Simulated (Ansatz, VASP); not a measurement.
## K3OF: VASP beside Ansatz

```xyz
5
Lattice="5.2298 0.0000 0.0000 0.0000 5.2298 0.0000 0.0000 0.0000 5.2298" Properties=species:S:1:pos:R:3 pbc="T T T"
F     0.0000    0.0000    0.0000
O     2.6149    2.6149    2.6149
K     2.6149    2.6149    0.0000
K     2.6149    0.0000    2.6149
K     0.0000    2.6149    2.6149
```

Alike in both runs: task single point; functional PBE; k mesh 4 × 4 × 4; no spin polarisation.

```csv
,VASP,Ansatz
version,VASP 6.6.1,Ansatz 0.2.0
potentials or method,"VASP PAW PBE potentials, release 64 (F, O, K_sv)","plane waves, PAW"
plane-wave cutoff (eV),520,420
occupations,"gaussian, width 0.01 eV",fixed
valence electrons in the cell,40,40
```

|  | VASP | Ansatz | Ansatz less VASP |
| --- | --- | --- | --- |
| gap on the k mesh at the Fermi level (eV) | 0.87 | 0.88 | +0.011 |
| pressure (GPa) | -1.0 | -1.0 | -0.02 |
